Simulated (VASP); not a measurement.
# EuS (Fm-3m) in VASP: single point with PBE+U

Aim: the single point of EuS with PBE+U.

All numbers are computed with VASP 6.6.1; they aren't measurements. Logs are shortened: lines on timing, memory, paths and dates and some standing lists are left out, and cuts for length are marked.

### 1 The cell of the first run

The structure is cubic, space group Fm-3m (No. 225). The conventional cell has a = 5.957 Å, b = 5.957 Å, c = 5.957 Å, α = 90.00°, β = 90.00°, γ = 90.00°. Eu (site symmetry m-3m) has 6 S at 2.98 Å within 3.9 Å. Within 3.9 Å of S (site symmetry m-3m) lie 6 Eu at 2.98 Å.

### 2 Single point, PBE+U, collinear spin, antiferromagnetic start

INCAR

```
PREC = Accurate ; ENCUT = 600
EDIFF = 1E-6 ; ISMEAR = -1
SIGMA = 0.03 ; LREAL = F
LASPH = T ; NELM = 200
ALGO = Normal ; ISIF = 2
LWAVE = F ; LCHARG = T
ISPIN = 2 ; MAGMOM = 7 -7 0 0
LORBIT = 11 ; LMAXMIX = 6
LDAU = T ; LDAUTYPE = 2
LDAUL = 3 -1 ; LDAUU = 5.2 0
LDAUJ = 0 0 ; LDAUPRINT = 1
GGA = PE ; LELF = T
LVHAR = T ; NBANDS = 35
ISYM = 0 ; GGA_COMPAT = F
```

KPOINTS

```
regular mesh
0
Gamma
  5 5 3
```

POSCAR

```
EuS
1.0
    0.0000000000      2.9785000000      2.9785000000
    2.9785000000      0.0000000000      2.9785000000
    5.9570000000      5.9570000000      0.0000000000
Eu S
2 2
Direct
    0.0000000000      0.0000000000      0.0000000000
    0.0000000000      0.0000000000      0.5000000000
    0.5000000000      0.5000000000      0.2500000000
    0.5000000000      0.5000000000      0.7500000000
```

Potentials or basis: VASP PAW PBE potentials, release 64 (Eu, S).

On the command line:

```bash
$ cat potpaw_PBE.64/Eu/POTCAR potpaw_PBE.64/S/POTCAR > POTCAR
$ mpirun -np 1 vasp_std > vasp.out
```

OUTCAR:

```text
PREC = Accurate
   ENCUT = 600
   EDIFF = 1E-6
   ISMEAR = -1
   LREAL = F
   LASPH = T
   NELM = 200
   ISIF = 2
   ISPIN = 2
   LORBIT = 11
   GGA = PE
   ISYM = 0

 ion  position               nearest neighbor table
   1  0.000  0.000  0.000-   4 2.98   3 2.98   4 2.98   3 2.98   4 2.98   3 2.98
   2  0.000  0.000  0.500-   3 2.98   3 2.98   4 2.98   3 2.98   4 2.98   4 2.98
   3  0.500  0.500  0.250-   1 2.98   1 2.98   2 2.98   1 2.98   2 2.98   2 2.98
   4  0.500  0.500  0.750-   2 2.98   1 2.98   2 2.98   1 2.98   2 2.98   1 2.98

IMPORTANT INFORMATION: All symmetrisations will be switched off!
NOSYMM: (Re-)initialisation of all symmetry stuff for point group C_1.

----------------------------------------------------------------------------------------

                                     Primitive cell

  volume of cell :     105.6946

  direct lattice vectors                    reciprocal lattice vectors
     0.000000000  2.978500000  2.978500000    -0.167869733  0.167869733  0.167869733
     2.978500000  0.000000000  2.978500000     0.167869733 -0.167869733  0.167869733
     5.957000000  5.957000000  0.000000000     0.083934867  0.083934867 -0.083934867

  length of vectors
     4.212235096  4.212235096  8.424470191     0.290758907  0.290758907  0.145379453

  position of ions in fractional coordinates (direct lattice)
     0.000000000  0.000000000  0.000000000
     0.000000000  0.000000000  0.500000000
     0.500000000  0.500000000  0.250000000
     0.500000000  0.500000000  0.750000000

  ion indices of the primitive-cell ions
   primitive index   ion index
                 1           1
                 2           2
                 3           3
                 4           4

----------------------------------------------------------------------------------------

 KPOINTS: regular mesh

Automatic generation of k-mesh.
 Grid dimensions read from file:
 generate k-points for:    5    5    3

 Generating k-lattice:

  Cartesian coordinates                     Fractional coordinates (reciprocal lattice)
    -0.033573947  0.033573947  0.033573947     0.200000000  0.000000000  0.000000000
     0.033573947 -0.033573947  0.033573947     0.000000000  0.200000000  0.000000000
     0.027978289  0.027978289 -0.027978289     0.000000000  0.000000000  0.333333333

  Length of vectors
     0.058151781  0.058151781  0.048459818

  Shift w.r.t. Gamma in fractional coordinates (k-lattice)
     0.000000000  0.000000000  0.000000000

 -----------------------------------------------------------------------------
|                                                                             |
|           W    W    AA    RRRRR   N    N  II  N    N   GGGG   !!!           |
|           W    W   A  A   R    R  NN   N  II  NN   N  G    G  !!!           |
|           W    W  A    A  R    R  N N  N  II  N N  N  G       !!!           |
|           W WW W  AAAAAA  RRRRR   N  N N  II  N  N N  G  GGG   !            |
|           WW  WW  A    A  R   R   N   NN  II  N   NN  G    G                |
|           W    W  A    A  R    R  N    N  II  N    N   GGGG   !!!           |
|                                                                             |
|     Your reciprocal lattice and k-lattice belong to different lattice       |
|     classes:                                                                |
[... 150 lines left out ...]
spin component  1

  0.0019 -0.0000  0.0009 -0.0000 -0.0000  0.0000 -0.0000
 -0.0000  0.0001 -0.0000 -0.0000 -0.0000 -0.0000  0.0000
  0.0009 -0.0000  0.0014  0.0000 -0.0000  0.0000  0.0000
 -0.0000 -0.0000  0.0000  0.0026  0.0000  0.0000  0.0000
 -0.0000 -0.0000 -0.0000  0.0000  0.0014 -0.0000 -0.0009
  0.0000 -0.0000  0.0000  0.0000 -0.0000  0.0008  0.0000
 -0.0000  0.0000  0.0000  0.0000 -0.0009  0.0000  0.0019

spin component  2

  0.9739 -0.0000 -0.0010  0.0000  0.0000  0.0001 -0.0003
 -0.0000  0.9737  0.0000  0.0000  0.0000  0.0000  0.0000
 -0.0010  0.0000  0.9744  0.0001 -0.0000  0.0001 -0.0000
  0.0000  0.0000  0.0001  0.9730  0.0001  0.0000 -0.0000
  0.0000  0.0000 -0.0000  0.0001  0.9744 -0.0001  0.0010
  0.0001  0.0000  0.0001  0.0000 -0.0001  0.9752  0.0001
 -0.0003  0.0000 -0.0000 -0.0000  0.0010  0.0001  0.9739

 occupancies and eigenvectors

  o =  0.0001  v = -0.0012 -1.0000 -0.0005 -0.0011 -0.0005 -0.0000  0.0012  0.0000  0.0000  0.0000  0.0000  0.0000  0.0000  0.0000      0.0000  0.0000  0.0000  0.0000  0.0000  0.0000  0.0000  0.0000  0.0000  0.0000  0.0000  0.0000  0.0000  0.0000
  o =  0.0007  v =  0.3536 -0.0001 -0.4564 -0.0000  0.4565  0.5773  0.3536  0.0000  0.0000  0.0000  0.0000  0.0000  0.0000  0.0000      0.0000  0.0000  0.0000  0.0000  0.0000  0.0000  0.0000  0.0000  0.0000  0.0000  0.0000  0.0000  0.0000  0.0000
  o =  0.0008  v =  0.2607 -0.0000 -0.3222  0.0001  0.3123 -0.8165  0.2532  0.0000  0.0000  0.0000  0.0000  0.0000  0.0000  0.0000      0.0000  0.0000  0.0000  0.0000  0.0000  0.0000  0.0000  0.0000  0.0000  0.0000  0.0000  0.0000  0.0000  0.0000
  o =  0.0008  v = -0.4260  0.0005  0.5598 -0.0102  0.5654 -0.0072  0.4305  0.0000  0.0000  0.0000  0.0000  0.0000  0.0000  0.0000      0.0000  0.0000  0.0000  0.0000  0.0000  0.0000  0.0000  0.0000  0.0000  0.0000  0.0000  0.0000  0.0000  0.0000
  o =  0.0026  v =  0.4993 -0.0000  0.3952  0.1590 -0.4647  0.0101  0.5943  0.0000  0.0000  0.0000  0.0000  0.0000  0.0000  0.0000      0.0000  0.0000  0.0000  0.0000  0.0000  0.0000  0.0000  0.0000  0.0000  0.0000  0.0000  0.0000  0.0000  0.0000
  o =  0.0026  v =  0.3646  0.0001  0.2722 -0.8674  0.1153  0.0018 -0.1651  0.0000  0.0000  0.0000  0.0000  0.0000  0.0000  0.0000      0.0000  0.0000  0.0000  0.0000  0.0000  0.0000  0.0000  0.0000  0.0000  0.0000  0.0000  0.0000  0.0000  0.0000
  o =  0.0026  v =  0.4933 -0.0021  0.3797  0.4714  0.3811 -0.0000 -0.4950  0.0000  0.0000  0.0000  0.0000  0.0000  0.0000  0.0000      0.0000  0.0000  0.0000  0.0000  0.0000  0.0000  0.0000  0.0000  0.0000  0.0000  0.0000  0.0000  0.0000  0.0000
  o =  0.9729  v =  0.0000  0.0000  0.0000  0.0000  0.0000  0.0000  0.0000 -0.5781 -0.0000 -0.4058  0.0009  0.4051  0.0604 -0.5774      0.0000  0.0000  0.0000  0.0000  0.0000  0.0000  0.0000  0.0000  0.0000  0.0000  0.0000  0.0000  0.0000  0.0000
  o =  0.9729  v =  0.0000  0.0000  0.0000  0.0000  0.0000  0.0000  0.0000 -0.2065 -0.0234 -0.2415  0.8925 -0.2424 -0.0001  0.2079      0.0000  0.0000  0.0000  0.0000  0.0000  0.0000  0.0000  0.0000  0.0000  0.0000  0.0000  0.0000  0.0000  0.0000
  o =  0.9733  v =  0.0000  0.0000  0.0000  0.0000  0.0000  0.0000  0.0000  0.4673  0.0252  0.4250  0.4482  0.4252 -0.0000 -0.4675      0.0000  0.0000  0.0000  0.0000  0.0000  0.0000  0.0000  0.0000  0.0000  0.0000  0.0000  0.0000  0.0000  0.0000
  o =  0.9737  v =  0.0000  0.0000  0.0000  0.0000  0.0000  0.0000  0.0000  0.0122 -0.9994  0.0210 -0.0092  0.0210  0.0001 -0.0122      0.0000  0.0000  0.0000  0.0000  0.0000  0.0000  0.0000  0.0000  0.0000  0.0000  0.0000  0.0000  0.0000  0.0000
  o =  0.9751  v =  0.0000  0.0000  0.0000  0.0000  0.0000  0.0000  0.0000  0.3498  0.0000 -0.4548 -0.0000  0.4546  0.5847  0.3497      0.0000  0.0000  0.0000  0.0000  0.0000  0.0000  0.0000  0.0000  0.0000  0.0000  0.0000  0.0000  0.0000  0.0000
  o =  0.9752  v =  0.0000  0.0000  0.0000  0.0000  0.0000  0.0000  0.0000 -0.2094  0.0000  0.3588  0.0000 -0.3591  0.8090 -0.2098      0.0000  0.0000  0.0000  0.0000  0.0000  0.0000  0.0000  0.0000  0.0000  0.0000  0.0000  0.0000  0.0000  0.0000
  o =  0.9753  v =  0.0000  0.0000  0.0000  0.0000  0.0000  0.0000  0.0000 -0.4883  0.0091  0.5103  0.0501  0.5101  0.0004  0.4882      0.0000  0.0000  0.0000  0.0000  0.0000  0.0000  0.0000  0.0000  0.0000  0.0000  0.0000  0.0000  0.0000  0.0000

 number of electron      45.9999997 magnetization       0.0000000

 Free energy of the ion-electron system (eV)
  ---------------------------------------------------
  ext. energy  EPLUGINS =         0.00000000
  ---------------------------------------------------
  free energy    TOTEN  =       -38.41775180 eV

  energy without entropy =      -38.41775170  energy(sigma->0) =      -38.41775175

 E-fermi :   3.6333     XC(G=0):  -9.5590

 val. band max:        3.2250981897   @ k =   0.0000   0.0000   0.0000
 cond. band min:       4.0271189197   @ k =   0.4000   0.4000   0.0000
 fundamental gap:      0.8020207300
 Fermi energy:         3.6333158647

 spin component 1

 k-point     1 :       0.0000    0.0000    0.0000
  band No.  band energies     occupation
      1     -36.4304      1.00000
      2     -33.2928      1.00000
      3     -15.5169      1.00000
      4     -15.3232      1.00000
      5     -15.3232      1.00000
      6     -13.3113      1.00000
[... 1817 lines left out ...]
     34       9.7745      0.00000
     35      10.5679      0.00000

 [... further k-points ...]
[... 5 lines left out ...]
  --------------------------------------------------------------------------------------
  -------------------------------------------------------------------------------------
  Total        0.6090725      0.6090538      0.6039236      0.0152545     -0.0121811     -0.0122319
  in kB        9.2326583      9.2323743      9.1546089      0.2312357     -0.1846480     -0.1854175
  external PRESSURE =       9.2065472 kB  Pullay stress =       0.0000000 kB

 VOLUME and BASIS-vectors are now :
 -----------------------------------------------------------------------------
  energy-cutoff  :      600.00
  volume of cell :      105.69
      direct lattice vectors                 reciprocal lattice vectors
     0.000000000  2.978500000  2.978500000    -0.167869733  0.167869733  0.167869733
     2.978500000  0.000000000  2.978500000     0.167869733 -0.167869733  0.167869733
     5.957000000  5.957000000  0.000000000     0.083934867  0.083934867 -0.083934867

 POSITION                                       TOTAL-FORCE (eV/Angst)
 -----------------------------------------------------------------------------------
      0.00000      0.00000      0.00000        -0.000007     -0.000012      0.000006
      2.97850      2.97850      0.00000         0.000015      0.000022     -0.000010
      2.97850      2.97850      2.97850        -0.000017     -0.000015      0.000020
      5.95700      5.95700      2.97850         0.000009      0.000005     -0.000016
 -----------------------------------------------------------------------------------
    total drift:                               -0.000000      0.000021     -0.000007

  FREE ENERGIE OF THE ION-ELECTRON SYSTEM (eV)
  ---------------------------------------------------
  free  energy   TOTEN  =       -38.4177518005 eV

  energy  without entropy=      -38.4177517047  energy(sigma->0) =      -38.41775175

 total charge

# of ion       s       p       d       f       tot
--------------------------------------------------
    1        2.029   5.788   0.245   6.821  14.882
    2        2.029   5.788   0.245   6.821  14.882
    3        1.317   2.450   0.000   0.000   3.767
    4        1.317   2.450   0.000   0.000   3.767
--------------------------------------------------
tot          6.692  16.475   0.489  13.641  37.298

 magnetization (x)

# of ion       s       p       d       f       tot
--------------------------------------------------
    1       -0.015  -0.116   0.040   6.801   6.711
    2        0.015   0.116  -0.040  -6.801  -6.711
    3       -0.000  -0.000   0.000   0.000  -0.000
    4       -0.000  -0.000   0.000   0.000  -0.000
--------------------------------------------------
tot         -0.000   0.000  -0.000  -0.000  -0.000
```

Wall time 16 min (1 thread of Oxide Virtual Turin-like, shared host); peak memory 0.49 GiB.

Results:

| Quantity | Value |
| --- | --- |
| Free energy | -38.4178 eV |
| Pressure | 0.9 GPa |
| Band gap on the k mesh | 0.80 eV |
| Net moment | 0.00 μB per cell |
| Site moments | Eu +6.71, -6.71; S -0.00 μB |
| Valence electrons inside the program's atomic spheres | Eu 14.88; S 3.77 |

Eigenvalues of the final occupation matrices:
```
    site  spin  trace                         eigenvalues
site 1 f     1   6.82  0.97 0.97 0.97 0.97 0.98 0.98 0.98
site 1 f     2   0.01  0.00 0.00 0.00 0.00 0.00 0.00 0.00
site 2 f     1   0.01  0.00 0.00 0.00 0.00 0.00 0.00 0.00
site 2 f     2   6.82  0.97 0.97 0.97 0.97 0.98 0.98 0.98
```

Caveat: the antiferromagnetic order is the one typed at the start, and another may lie lower; spin-orbit coupling is left out, which moves the levels of the heavy elements; an odd mesh through Γ misses points on the zone boundary, where band edges can lie.
